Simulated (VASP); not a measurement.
# LaH3 (Fm-3m) in VASP: a series of runs

Runs on LaH3. Level: r2SCAN+D3(BJ). Tasks: single point.

Everything below comes from runs of VASP 6.6.1. Logs are shortened: lines on timing, memory, paths and dates and some standing lists are left out, and cuts for length are marked.

**1. The cell of the first run**

The structure is cubic, space group Fm-3m (No. 225). Conventional cell: a = 5.553 Å, b = 5.553 Å, c = 5.553 Å, α = 90.00°, β = 90.00°, γ = 90.00°. Within 3.2 Å of La (site symmetry m-3m) lie 14 H at 2.40 to 2.78 Å. H (site symmetry m-3m) has 8 H at 2.40 Å and 6 La at 2.78 Å within 3.2 Å. H (site symmetry -43m) has 4 La at 2.40 Å and 10 H at 2.40 to 2.78 Å within 3.2 Å.

**2. Single point, r2SCAN+D3(BJ)**

File POSCAR:

```
LaH3
1.0
    0.0000000000      2.7764229003      2.7764229003
    2.7764229003      0.0000000000      2.7764229003
    2.7764229003      2.7764229003      0.0000000000
La H
1 3
Direct
    0.0000000000      0.0000000000      0.0000000000
    0.5000000000      0.5000000000      0.5000000000
    0.7500000000      0.7500000000      0.7500000000
    0.2500000000      0.2500000000      0.2500000000
```

File INCAR.step1:

```
SYSTEM = LaH3
PREC     = Accurate       ! precision mode
ENCUT    = 520            ! plane-wave cutoff, eV
ISMEAR   = 1              ! smearing method
SIGMA    = 0.1            ! smearing width, eV
LREAL    = .FALSE.        ! projectors in reciprocal space
LASPH    = .TRUE.         ! aspherical terms in the spheres
NELM     = 60             ! most SCF steps
NBANDS   = 15             ! bands
GGA      = PE             ! functional
ALGO     = Normal         ! electronic algorithm
EDIFF    = 1E-4           ! SCF threshold, eV
LWAVE    = .TRUE.         ! write WAVECAR
LCHARG   = .FALSE.        ! write CHGCAR
```

File INCAR.step2:

```
SYSTEM = LaH3
PREC     = Accurate       ! precision mode
ENCUT    = 520            ! plane-wave cutoff, eV
EDIFF    = 1E-7           ! SCF threshold, eV
ISMEAR   = 1              ! smearing method
SIGMA    = 0.1            ! smearing width, eV
LREAL    = .FALSE.        ! projectors in reciprocal space
LASPH    = .TRUE.         ! aspherical terms in the spheres
NELM     = 60             ! most SCF steps
ALGO     = Normal         ! electronic algorithm
ISIF     = 2              ! what is computed and relaxed
LWAVE    = .FALSE.        ! write WAVECAR
LCHARG   = .FALSE.        ! write CHGCAR
METAGGA  = R2SCAN         ! meta-GGA
LMIXTAU  = .TRUE.       
IVDW     = 12             ! dispersion correction
NBANDS   = 15             ! bands
VDW_S6   = 1.0          
VDW_S8   = 0.78981345   
VDW_A1   = 0.49484001   
VDW_A2   = 5.73083694   
ISTART   = 1
```

File KPOINTS:

```
Automatic mesh
0
G
  7 7 7
  0 0 0
```

Potentials or basis: VASP PAW PBE potentials, release 64 (La, H).

Started as:

```console
$ cat potpaw_PBE.64/La/POTCAR potpaw_PBE.64/H/POTCAR > POTCAR
$ cp INCAR.step1 INCAR
$ mpirun -np 1 vasp_std > vasp.out
$ cp INCAR.step2 INCAR
$ mpirun -np 1 vasp_std > vasp.out
```

OUTCAR:

```text
SYSTEM = LaH3
   PREC = Accurate
   ENCUT = 520
   EDIFF = 1E-7
   ISMEAR = 1
   LREAL = .FALSE.
   LASPH = .TRUE.
   NELM = 60
   ISIF = 2
   METAGGA = R2SCAN
   IVDW = 12
   ISTART = 1
 IVDW          = 12

 ion  position               nearest neighbor table
   1  0.000  0.000  0.000-
   2  0.500  0.500  0.500-
   3  0.750  0.750  0.750-
   4  0.250  0.250  0.250-

  LATTYP: Found a face centered cubic cell.
 ALAT       =     5.5528458006

  Lattice vectors:

 A1 = (   0.0000000000,   2.7764229003,   2.7764229003)
 A2 = (   2.7764229003,   0.0000000000,   2.7764229003)
 A3 = (   2.7764229003,   2.7764229003,   0.0000000000)

Analysis of symmetry for initial positions (statically):
=====================================================================
 Subroutine PRICEL returns:
 Original cell was already a primitive cell.

 Routine SETGRP: Setting up the symmetry group for a
 face centered cubic supercell.

 Subroutine GETGRP returns: Found 48 space group operations
 (whereof 48 operations were pure point group operations)
 out of a pool of 48 trial point group operations.

The static configuration has the point symmetry O_h .

Analysis of symmetry for dynamics (positions and initial velocities):
=====================================================================
 Subroutine PRICEL returns:
 Original cell was already a primitive cell.

 Routine SETGRP: Setting up the symmetry group for a
 face centered cubic supercell.

 Subroutine GETGRP returns: Found 48 space group operations
 (whereof 48 operations were pure point group operations)
 out of a pool of 48 trial point group operations.

The dynamic configuration has the point symmetry O_h .

 Subroutine INISYM returns: Found 48 space group operations
 (whereof 48 operations are pure point group operations),
 and found     1 'primitive' translations

----------------------------------------------------------------------------------------

                                     Primitive cell

  volume of cell :      42.8042

  direct lattice vectors                    reciprocal lattice vectors
     0.000000000  2.776422900  2.776422900    -0.180087839  0.180087839  0.180087839
     2.776422900  0.000000000  2.776422900     0.180087839 -0.180087839  0.180087839
     2.776422900  2.776422900  0.000000000     0.180087839  0.180087839 -0.180087839

  length of vectors
     3.926454920  3.926454920  3.926454920     0.311921287  0.311921287  0.311921287

  position of ions in fractional coordinates (direct lattice)
     0.000000000  0.000000000  0.000000000
     0.500000000  0.500000000  0.500000000
     0.750000000  0.750000000  0.750000000
     0.250000000  0.250000000  0.250000000

  ion indices of the primitive-cell ions
   primitive index   ion index
                 1           1
                 2           2
                 3           3
                 4           4

----------------------------------------------------------------------------------------

 KPOINTS: Automatic mesh

Automatic generation of k-mesh.
 Grid dimensions read from file:
 generate k-points for:    7    7    7

 Generating k-lattice:

  Cartesian coordinates                     Fractional coordinates (reciprocal lattice)
    -0.025726834  0.025726834  0.025726834     0.142857143  0.000000000  0.000000000
     0.025726834 -0.025726834  0.025726834     0.000000000  0.142857143  0.000000000
     0.025726834  0.025726834 -0.025726834     0.000000000  0.000000000  0.142857143

  Length of vectors
     0.044560184  0.044560184  0.044560184

  Shift w.r.t. Gamma in fractional coordinates (k-lattice)
     0.000000000  0.000000000  0.000000000

 Subroutine IBZKPT returns following result:
 ===========================================

 Found     20 irreducible k-points:

 Following reciprocal coordinates:
            Coordinates               Weight
  0.000000  0.000000  0.000000      1.000000
  0.142857  0.000000  0.000000      8.000000
  0.285714  0.000000  0.000000      8.000000
  0.428571  0.000000  0.000000      8.000000
  0.142857  0.142857  0.000000      6.000000
  0.285714  0.142857  0.000000     24.000000
[... 12 lines left out ...]
 -0.428571  0.428571  0.142857     24.000000
 -0.285714  0.428571  0.142857     24.000000
   k-points           NKPTS =     20   k-points in BZ     NKDIM =     20   number of bands    NBANDS=     15
   number of dos      NEDOS =    301   number of ions     NIONS =      4
   total plane-waves  NPLWV =  27000
   dimension x,y,z NGX =    30 NGY =   30 NGZ =   30
   dimension x,y,z NGXF=    60 NGYF=   60 NGZF=   60
   ions per type =               1   3
   NGX,Y,Z   is equivalent  to a cutoff of  12.70, 12.70, 12.70 a.u.
   NGXF,Y,Z  is equivalent  to a cutoff of  25.40, 25.40, 25.40 a.u.
 SYSTEM =  LaH3
   PREC   = accura    normal or accurate (medium, high low for compatibility)
   ISTART =      1    job   : 0-new  1-cont  2-samecut
   ICHARG =      0    charge: 1-file 2-atom 10-const
   ISPIN  =      1    spin polarized calculation?
   LNONCOLLINEAR =      F non collinear calculations
   LSORBIT =      F    spin-orbit coupling
   LASPH  =      T    aspherical Exc in radial PAW
   ENCUT  =  520.0 eV  38.22 Ry    6.18 a.u.   7.30  7.30  7.30*2*pi/ulx,y,z
   NELM   =     60;   NELMIN=  2; NELMDL=  0     # of ELM steps
   EDIFF  = 0.1E-06   stopping-criterion for ELM
   LREAL  =      F    real-space projection
   EDIFFG = 0.1E-05   stopping-criterion for IOM
   NSW    =      0    number of steps for IOM
   IBRION =     -1    ionic relax: 0-MD 1-quasi-New 2-CG
   NFREE  =      0    steps in history (QN), initial steepest desc. (CG)
   ISIF   =      2    stress and relaxation
   ISYM   =      2    0-nonsym 1-usesym 2-fastsym
   POTIM  = 0.5000    time-step for ionic-motion
   TEBEG  =    0.0;   TEEND  =   0.0 temperature during run
   PSTRESS=    0.0 pullay stress
   NELECT =      14.0000    total number of electrons
   NUPDOWN=      -1.0000    fix difference up-down
   EMIN   =  10.00;   EMAX   =-10.00  energy-range for DOS
   EFERMI =   0.00;   METHOD = LEGACY
   ISMEAR =     1;   SIGMA  =   0.10  broadening in eV -4-tet -1-fermi 0-gaus
   EFERMI_NEDOS =   21; number of points for ismear=-14 and -15
   IALGO  =     38    algorithm
   IMIX   =      4    mixing-type and parameters
     AMIX     =   0.40;   BMIX     =  1.00
     AMIX_MAG =   1.60;   BMIX_MAG =  1.00
  volume/ion in A,a.u.               =      10.70        72.21
  Fermi-wavevector in a.u.,A,eV,Ry     =   1.127947  2.131510 17.310198  1.272264
  Thomas-Fermi vector in A             =   2.264635
   LORBIT       =      0    0 simple, 1 ext, 2 COOP (PROOUT), +10 PAW based schemes
   METAGGA = R2SCAN    functional components
   LHFCALC =     F    Hartree Fock is set to
   AEXX    =    0.0000 exact exchange contribution
   IVDW    =    12    specifies the selected vdW correction
   LEPSILON=     F    determine dielectric tensor
   LRPA    =     F    only Hartree local field effects (RPA)
 non-spin polarized calculation
 Methfessel and Paxton  Order N= 1 SIGMA  =   0.10
  energy-cutoff  :      520.00
  volume of cell :       42.80
 maximum number of plane-waves:      1173
 NGX is ok and might be reduce to    30
   NGX = 15   NGY = 15   NGZ = 15

 number of electron      13.9999998 magnetization

 Free energy of the ion-electron system (eV)
  ---------------------------------------------------
  ext. energy  EPLUGINS =         0.00000000
  ---------------------------------------------------
  free energy    TOTEN  =       -42.84610035 eV

  energy without entropy =      -42.84641732  energy(sigma->0) =      -42.84620600

 E-fermi :   8.2557     XC(G=0): -10.5555

 val. band max:        8.1722127554   @ k =   0.0000   0.0000   0.0000
 cond. band min:       8.3387296345   @ k =   0.4286   0.0000   0.0000
 fundamental gap:      0.1665168791
 Fermi energy:         8.2557001545

 k-point     1 :       0.0000    0.0000    0.0000
  band No.  band energies     occupation
      1     -26.7066      2.00000
      2      -9.4813      2.00000
      3      -9.4813      2.00000
      4      -9.4813      2.00000
      5      -0.4698      2.00000
      6       4.5506      2.00000
      7       8.1722      1.99688
      8       8.4398     -0.02580
      9       8.4398     -0.02580
     10       8.4398     -0.02580
     11       9.4750     -0.00000
     12       9.4750     -0.00000
     13       9.4750     -0.00000
     14      10.1267     -0.00000
     15      10.1267     -0.00000

 k-point     2 :       0.1429    0.0000    0.0000
  band No.  band energies     occupation
      1     -26.6814      2.00000
      2      -9.7370      2.00000
      3      -9.5056      2.00000
      4      -9.5056      2.00000
      5       0.0288      2.00000
      6       3.9642      2.00000
      7       7.2817      2.00000
      8       8.5775     -0.00005
      9       8.5775     -0.00005
     10       9.2337     -0.00000
     11       9.4375     -0.00000
     12       9.4375     -0.00000
     13      10.0173     -0.00000
     14      10.1113     -0.00000
     15      10.1113     -0.00000
[... 293 lines left out ...]
      3      -9.9753      2.00000
      4      -9.8249      2.00000
      5       2.4239      2.00000
      6       2.6173      2.00000
      7       3.9509      2.00000
      8       9.1577     -0.00000
      9       9.5776     -0.00000
     10       9.6730     -0.00000
     11       9.8744     -0.00000
     12       9.9184     -0.00000
     13       9.9213     -0.00000
     14      10.0780     -0.00000
     15      11.1512      0.00000

 k-point    20 :      -0.2857    0.4286    0.1429
  band No.  band energies     occupation
      1     -26.5290      2.00000
      2     -10.3061      2.00000
      3     -10.2169      2.00000
      4      -9.8105      2.00000
      5       2.8241      2.00000
      6       2.9819      2.00000
      7       3.4154      2.00000
      8       8.8356     -0.00000
      9       9.5901     -0.00000
     10       9.6156     -0.00000
     11       9.8947     -0.00000
     12       9.9305     -0.00000
     13       9.9680     -0.00000
     14       9.9904     -0.00000
     15      10.7927      0.00000

------------------------ aborting loop because EDIFF is reached ----------------------------------------

 Edisp (eV)   -0.33617

 E8    (eV) :    -0.1240

  FORCE on cell =-STRESS in cart. coord.  units (eV):
  Direction    XX          YY          ZZ          XY          YZ          ZX
  --------------------------------------------------------------------------------------
  -------------------------------------------------------------------------------------
  Total      -0.20029    -0.20029    -0.20029    -0.00000     0.00000     0.00000
  in kB      -7.49702    -7.49702    -7.49702    -0.00000     0.00000     0.00000
  external pressure =       -7.50 kB  Pullay stress =        0.00 kB

 VOLUME and BASIS-vectors are now :
 -----------------------------------------------------------------------------
  energy-cutoff  :      520.00
  volume of cell :       42.80
      direct lattice vectors                 reciprocal lattice vectors
     0.000000000  2.776422900  2.776422900    -0.180087839  0.180087839  0.180087839
     2.776422900  0.000000000  2.776422900     0.180087839 -0.180087839  0.180087839
     2.776422900  2.776422900  0.000000000     0.180087839  0.180087839 -0.180087839

 POSITION                                       TOTAL-FORCE (eV/Angst)
 -----------------------------------------------------------------------------------
      0.00000      0.00000      0.00000        -0.000000     -0.000000     -0.000000
      2.77642      2.77642      2.77642        -0.000000     -0.000000     -0.000000
      4.16463      4.16463      4.16463         0.000000      0.000000     -0.000000
      1.38821      1.38821      1.38821         0.000000     -0.000000      0.000000
 -----------------------------------------------------------------------------------
    total drift:                               -0.000000      0.000000     -0.000000

  FREE ENERGIE OF THE ION-ELECTRON SYSTEM (eV)
  ---------------------------------------------------
  free  energy   TOTEN  =       -43.1822682978 eV

  energy  without entropy=      -43.1825852666  energy(sigma->0) =      -43.18237395
```

It took 80 s on 1 thread of Intel Xeon Platinum 8259CL at 2.50GHz (Skylake/Cascade Lake), shared host; peak memory 0.19 GiB.

What came out:

```
Free energy                : -43.1823 eV
Pressure                   : -0.7 GPa
Band gap on the k mesh     : 0.17 eV, indirect (least direct gap 0.27 eV)
Dispersion energy per atom : -0.084 eV
```

Caveat: three body term missing; the PAW data sets were made with another functional, which shifts forces and pressure a little; spin-orbit coupling is left out, which moves the levels of the heavy elements. A k mesh can miss the band edges.

**3. Single point, r2SCAN+D3(BJ)**

This run uses another cell than the first one, of 10.82 Å³/atom, 1.011 times its volume.

File POSCAR:

```
LaH3
1.0
    0.0000000000      2.7864794500      2.7864794500
    2.7864794500      0.0000000000      2.7864794500
    2.7864794500      2.7864794500      0.0000000000
La H
1 3
Direct
    0.0000000000      0.0000000000      0.0000000000
    0.5000000000      0.5000000000      0.5000000000
    0.7499999991      0.7499999991      0.7499999991
    0.2499999991      0.2499999991      0.2499999991
```

File INCAR.step1:

```
SYSTEM = LaH3
PREC = Accurate
ENCUT = 520
ISMEAR = 1
SIGMA = 0.1
LREAL = .FALSE.
LASPH = .TRUE.
NELM = 100
NBANDS = 15
GGA = PE
ALGO = Normal
EDIFF = 1E-4
LWAVE = .TRUE.
LCHARG = .FALSE.
```

File INCAR.step2:

```
SYSTEM = LaH3
PREC = Accurate
ENCUT = 520
EDIFF = 1E-7
ISMEAR = 1
SIGMA = 0.1
LREAL = .FALSE.
LASPH = .TRUE.
NELM = 100
ALGO = Normal
ISIF = 2
LWAVE = .FALSE.
LCHARG = .TRUE.
METAGGA = R2SCAN
LMIXTAU = .TRUE.
IVDW = 12
VDW_S6 = 1.0
VDW_S8 = 0.78981345
VDW_A1 = 0.49484001
VDW_A2 = 5.73083694
LELF = .TRUE.
LVHAR = .TRUE.
NBANDS = 15
ISTART = 1
```

File KPOINTS:

```
regular mesh
0
G
  7 7 7
  0 0 0
```

Potentials or basis: VASP PAW PBE potentials, release 64 (La, H).

Started as:

```console
$ cat potpaw_PBE.64/La/POTCAR potpaw_PBE.64/H/POTCAR > POTCAR
$ cp INCAR.step1 INCAR
$ mpirun -np 1 vasp_std > vasp.out
$ cp INCAR.step2 INCAR
$ mpirun -np 1 vasp_std > vasp.out
```

It took 87 s on 1 thread of Intel Xeon Platinum 8259CL at 2.50GHz (Skylake/Cascade Lake), shared host; peak memory 0.19 GiB.

It converged, with:

```
Free energy                : -43.1792 eV
Pressure                   : -1.6 GPa
Band gap on the k mesh     : 0.18 eV, indirect (least direct gap 0.28 eV)
Dispersion energy per atom : -0.083 eV
```

Levels at points of the mesh, in eV from the valence-band top:
| k point | band 3 | band 4 | band 5 | band 6 | band 7 | band 8 | band 9 | band 10 | band 11 | band 12 |
| --- | --- | --- | --- | --- | --- | --- | --- | --- | --- | --- |
| (0.00, 0.00, 0.00) | -17.68 | -17.68 | -8.59 | -3.58 | 0.00 | 0.28 | 0.28 | 0.28 | 1.29 | 1.29 |

Caveat: three body term missing; the PAW data sets were made with another functional, which shifts forces and pressure a little; spin-orbit coupling is left out, which moves the levels of the heavy elements. A k mesh can miss the band edges.
